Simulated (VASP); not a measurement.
# Ti (Im-3m) in VASP: further runs, part 2 of 2

VASP 6.6.1.

### Step 5. Relaxation of cell and atoms, LDA, target pressure 30 GPa, at which the enthalpy is minimised

INCAR

```
SYSTEM = Ti
PREC = Accurate
ENCUT = 600
EDIFF = 1E-7
ISMEAR = 1
SIGMA = 0.05
LREAL = .FALSE.
LASPH = .TRUE.
NELM = 100
ALGO = Normal
ISIF = 3
LWAVE = .FALSE.
LCHARG = .FALSE.
GGA = CA
IBRION = 2
NSW = 80
EDIFFG = -0.03
PSTRESS = 300.0
```

KPOINTS

```
Automatic mesh
0
G
  19 19 19
  0 0 0
```

POSCAR

```
Ti
1.0
    1.6400000000      1.6400000000      1.6400000000
   -1.6400000000      1.6400000000      1.6400000000
   -1.6400000000     -1.6400000000      1.6400000000
Ti
1
Direct
    0.0000000000      0.0000000000      0.0000000000
```

Potentials or basis: VASP PAW LDA potentials, release 64 (Ti_sv).

Started as:

```bash
> cat potpaw_LDA.64/Ti_sv/POTCAR > POTCAR
> mpirun -np 1 vasp_std > vasp.out
```

OUTCAR:

```text
SYSTEM = Ti
   PREC = Accurate
   ENCUT = 600
   EDIFF = 1E-7
   ISMEAR = 1
   LREAL = .FALSE.
   LASPH = .TRUE.
   NELM = 100
   ISIF = 3
   GGA = CA
   IBRION = 2
   NSW = 80
   EDIFFG = -0.03
   PSTRESS = 300.0

 ion  position               nearest neighbor table
   1  0.000  0.000  0.000-

  LATTYP: Found a body centered cubic cell.
 ALAT       =     3.2800000000

  Lattice vectors:

 A1 = (   1.6400000000,  -1.6400000000,  -1.6400000000)
 A2 = (   1.6400000000,   1.6400000000,   1.6400000000)
 A3 = (  -1.6400000000,  -1.6400000000,   1.6400000000)

Analysis of symmetry for initial positions (statically):
=====================================================================
 Subroutine PRICEL returns:
 Original cell was already a primitive cell.

 Routine SETGRP: Setting up the symmetry group for a
 body centered cubic supercell.

 Subroutine GETGRP returns: Found 48 space group operations
 (whereof 48 operations were pure point group operations)
 out of a pool of 48 trial point group operations.

The static configuration has the point symmetry O_h .

Analysis of symmetry for dynamics (positions and initial velocities):
=====================================================================
 Subroutine PRICEL returns:
 Original cell was already a primitive cell.

 Routine SETGRP: Setting up the symmetry group for a
 body centered cubic supercell.

 Subroutine GETGRP returns: Found 48 space group operations
 (whereof 48 operations were pure point group operations)
 out of a pool of 48 trial point group operations.

The dynamic configuration has the point symmetry O_h .

 Subroutine INISYM returns: Found 48 space group operations
 (whereof 48 operations are pure point group operations),
 and found     1 'primitive' translations

----------------------------------------------------------------------------------------

                                     Primitive cell

  volume of cell :      17.6438

  direct lattice vectors                    reciprocal lattice vectors
     1.640000000  1.640000000  1.640000000     0.304878049  0.000000000  0.304878049
    -1.640000000  1.640000000  1.640000000    -0.304878049  0.304878049  0.000000000
    -1.640000000 -1.640000000  1.640000000     0.000000000 -0.304878049  0.304878049

  length of vectors
     2.840563324  2.840563324  2.840563324     0.431162671  0.431162671  0.431162671

  position of ions in fractional coordinates (direct lattice)
     0.000000000  0.000000000  0.000000000

  ion indices of the primitive-cell ions
   primitive index   ion index
                 1           1

----------------------------------------------------------------------------------------

 KPOINTS: Automatic mesh

Automatic generation of k-mesh.
 Grid dimensions read from file:
 generate k-points for:   19   19   19

 Generating k-lattice:

  Cartesian coordinates                     Fractional coordinates (reciprocal lattice)
     0.016046213  0.000000000  0.016046213     0.052631579  0.000000000  0.000000000
    -0.016046213  0.016046213  0.000000000     0.000000000  0.052631579  0.000000000
     0.000000000 -0.016046213  0.016046213     0.000000000  0.000000000  0.052631579

  Length of vectors
     0.022692772  0.022692772  0.022692772

  Shift w.r.t. Gamma in fractional coordinates (k-lattice)
     0.000000000  0.000000000  0.000000000

 Subroutine IBZKPT returns following result:
 ===========================================

 Found    220 irreducible k-points:

 Following reciprocal coordinates:
            Coordinates               Weight
  0.000000  0.000000  0.000000      1.000000
  0.052632  0.000000  0.000000     12.000000
  0.105263  0.000000  0.000000     12.000000
  0.157895  0.000000  0.000000     12.000000
  0.210526  0.000000  0.000000     12.000000
  0.263158  0.000000  0.000000     12.000000
[... 16 lines left out ...]
  0.368421  0.105263  0.000000     48.000000
  0.421053  0.105263  0.000000     48.000000
 [... further k-points ...]
   k-points           NKPTS =    220   k-points in BZ     NKDIM =    220   number of bands    NBANDS=     10
   number of dos      NEDOS =    301   number of ions     NIONS =      1
   total plane-waves  NPLWV =  13824
   dimension x,y,z NGX =    24 NGY =   24 NGZ =   24
   dimension x,y,z NGXF=    48 NGYF=   48 NGZF=   48
   ions per type =               1
   NGX,Y,Z   is equivalent  to a cutoff of  14.05, 14.05, 14.05 a.u.
   NGXF,Y,Z  is equivalent  to a cutoff of  28.09, 28.09, 28.09 a.u.
 SYSTEM =  Ti
   PREC   = accura    normal or accurate (medium, high low for compatibility)
   ISTART =      0    job   : 0-new  1-cont  2-samecut
   ICHARG =      2    charge: 1-file 2-atom 10-const
   ISPIN  =      1    spin polarized calculation?
   LNONCOLLINEAR =      F non collinear calculations
   LSORBIT =      F    spin-orbit coupling
   LASPH  =      T    aspherical Exc in radial PAW
   ENCUT  =  600.0 eV  44.10 Ry    6.64 a.u.   5.67  5.67  5.67*2*pi/ulx,y,z
   NELM   =    100;   NELMIN=  2; NELMDL= -5     # of ELM steps
   EDIFF  = 0.1E-06   stopping-criterion for ELM
   LREAL  =      F    real-space projection
   EDIFFG = -.3E-01   stopping-criterion for IOM
   NSW    =     80    number of steps for IOM
   IBRION =      2    ionic relax: 0-MD 1-quasi-New 2-CG
   NFREE  =      1    steps in history (QN), initial steepest desc. (CG)
   ISIF   =      3    stress and relaxation
   ISYM   =      2    0-nonsym 1-usesym 2-fastsym
   POTIM  = 0.5000    time-step for ionic-motion
   TEBEG  =    0.0;   TEEND  =   0.0 temperature during run
   PSTRESS=  300.0 pullay stress
   NELECT =      12.0000    total number of electrons
   NUPDOWN=      -1.0000    fix difference up-down
   EMIN   =  10.00;   EMAX   =-10.00  energy-range for DOS
   EFERMI =   0.00;   METHOD = LEGACY
   ISMEAR =     1;   SIGMA  =   0.05  broadening in eV -4-tet -1-fermi 0-gaus
   EFERMI_NEDOS =   21; number of points for ismear=-14 and -15
   IALGO  =     38    algorithm
   IMIX   =      4    mixing-type and parameters
     AMIX     =   0.40;   BMIX     =  1.00
     AMIX_MAG =   1.60;   BMIX_MAG =  1.00
  volume/ion in A,a.u.               =      17.64       119.07
  Fermi-wavevector in a.u.,A,eV,Ry     =   1.439698  2.720635 28.201208  2.072730
  Thomas-Fermi vector in A             =   2.558525
   LORBIT       =      0    0 simple, 1 ext, 2 COOP (PROOUT), +10 PAW based schemes
   GGA     = CA    functional components
   LHFCALC =     F    Hartree Fock is set to
   AEXX    =    0.0000 exact exchange contribution
   IVDW    =     0    specifies the selected vdW correction
   LEPSILON=     F    determine dielectric tensor
   LRPA    =     F    only Hartree local field effects (RPA)
 conjugate gradient relaxation of ions
 non-spin polarized calculation
 Methfessel and Paxton  Order N= 1 SIGMA  =   0.05
  energy-cutoff  :      600.00
  volume of cell :       17.64
 maximum number of plane-waves:       603
   NGX = 11   NGY = 11   NGZ = 11

--------------------------------------- Ionic step        1  -------------------------------------------

 number of electron      12.0000000 magnetization

 Free energy of the ion-electron system (eV)
  ---------------------------------------------------
  ext. energy  EPLUGINS =         0.00000000
  ---------------------------------------------------
  free energy    TOTEN  =        -8.39509664 eV

  energy without entropy =       -8.39479240  energy(sigma->0) =       -8.39499523

 E-fermi :   7.6869     XC(G=0): -11.7047

 val. band max:        7.6852347811   @ k =  -0.4737   0.2105   0.0000
 cond. band min:       7.6902739977   @ k =   0.2105  -0.3684   0.0526
 fundamental gap:      0.0050392165
 Fermi energy:         7.6869054215

 k-point     1 :       0.0000    0.0000    0.0000
  band No.  band energies     occupation
      1     -48.1761      2.00000
      2     -24.4209      2.00000
      3     -24.4209      2.00000
      4     -24.4209      2.00000
      5       1.8433      2.00000
      6       8.6180     -0.00000
      7       8.6180     -0.00000
      8       8.6180     -0.00000
      9      10.3591      0.00000
     10      10.3591      0.00000
[... 444 lines left out ...]
  enthalpy is  TOTEN    =        -5.7824380537 eV   P V=        2.4715518052

--------------------------------------- Ionic step        5  -------------------------------------------

 number of electron      11.9999998 magnetization

 Free energy of the ion-electron system (eV)
  ---------------------------------------------------
  ext. energy  EPLUGINS =         0.00000000
  ---------------------------------------------------
  free energy    TOTEN  =        -8.23371482 eV

  energy without entropy =       -8.23356473  energy(sigma->0) =       -8.23366479

 E-fermi :  11.1492     XC(G=0): -13.1975

 val. band max:       11.1465195875   @ k =   0.2632  -0.4211   0.0526
 cond. band min:      11.1634671741   @ k =   0.4211   0.2105   0.0000
 fundamental gap:      0.0169475866
 Fermi energy:        11.1492328923

 k-point     1 :       0.0000    0.0000    0.0000
  band No.  band energies     occupation
      1     -44.2968      2.00000
      2     -19.9616      2.00000
      3     -19.9616      2.00000
      4     -19.9616      2.00000
      5       4.8590      2.00000
      6      12.2871      0.00000
      7      12.2871      0.00000
      8      12.2871      0.00000
      9      14.7746      0.00000
     10      14.7746      0.00000
[... 327 lines left out ...]
  FREE ENERGIE OF THE ION-ELECTRON SYSTEM (eV)
  ---------------------------------------------------
  free  energy   TOTEN  =        -8.2337148218 eV

  energy  without entropy=       -8.2335647278  energy(sigma->0) =       -8.23366479

  enthalpy is  TOTEN    =        -5.7829893704 eV   P V=        2.4507254514

 reached required accuracy - stopping structural energy minimisation
```

CONTCAR:

```text
Ti
   1.00000000000000
     1.4845950190952353    1.4845950190952351    1.4845950190952351
    -1.4845950190952353    1.4845950190952351    1.4845950190952351
    -1.4845950190952353   -1.4845950190952351    1.4845950190952351
  Ti
     1
Direct
     0.0000000000000000    0.0000000000000000    0.0000000000000000

  0.00000000E+00  0.00000000E+00  0.00000000E+00
```

It took 86 s on 1 thread of Intel Xeon Platinum 8488C (Sapphire Rapids), shared host; peak memory 0.19 GiB.

What came out:

```
Free energy                                            : -8.2337 eV
Relaxed volume                                         : 13.09 Å³/atom
Relaxed cell                                           : a = 2.571 Å, b = 2.571 Å, c = 2.571 Å, α = 70.53°, β = 109.47°, γ = 70.53°
Space group after relaxing (to 0.05 Å)                 : Im-3m (No. 229)
Energy change on relaxing (the enthalpy is what falls) : +161.4 meV/atom
Ionic steps                                            : 5
Pressure after relaxing                                : 30.0 GPa
Band gap on the k mesh                                 : zero (band 6 reaches 12.29 eV, above the bottom of band 7 at 10.37 eV)
```

Step by step:
| step | energy change (eV) | largest force (eV/Å) | pressure (GPa) | volume (Å³) |
| --- | --- | --- | --- | --- |
| 1 | 0.0000 | 0.0000 | -10.91 | 17.64 |
| 2 | 2.7695 | 0.0000 | 192.22 | 8.46 |
| 3 | 0.0884 | 0.0000 | 24.06 | 13.52 |
| 4 | 0.1411 | 0.0000 | 28.41 | 13.20 |
| 5 | 0.1614 | 0.0000 | 30.00 | 13.09 |

Final structure:
```
Ti
1.0
     1.48460    1.48460    1.48460
    -1.48460    1.48460    1.48460
    -1.48460   -1.48460    1.48460
Ti
1
Direct
  0.00000 0.00000 0.00000
```

Levels at points of the mesh, in eV from the Fermi level:
| k point | band 2 | band 3 | band 4 | band 5 | band 6 | band 7 | band 8 | band 9 | band 10 |
| --- | --- | --- | --- | --- | --- | --- | --- | --- | --- |
| (0.00, 0.00, 0.00) | -31.11 | -31.11 | -31.11 | -6.29 | 1.14 | 1.14 | 1.14 | 3.63 | 3.63 |

Caveat: the cell is relaxed towards a set pressure, so the enthalpy falls and the energy may rise; the volume moved by over 15 % at a fixed basis, so the end points are rough.

### Step 6. The runs side by side

```tsv
cell	gap on the mesh (eV)	pressure (GPa)
relaxed	none	0.0
relaxed to 10 GPa	none	10.0
relaxed to 20 GPa	none	19.7
relaxed to 30 GPa	none	30.0
```

Alike in all rows: task relaxation of cell and atoms; level LDA; potentials or basis VASP PAW LDA potentials, release 64 (Ti_sv); no spin polarisation; k mesh 19 × 19 × 19; cutoff (eV) 600; smearing methfessel-paxton 0.05 eV.

Caveats: the cell is relaxed towards a set pressure, so the enthalpy falls and the energy may rise (some runs); the volume moved by over 15 % at a fixed basis, so the end points are rough (some runs).

Total energies depend on the potentials used, so only differences within one code and one set of settings carry meaning.
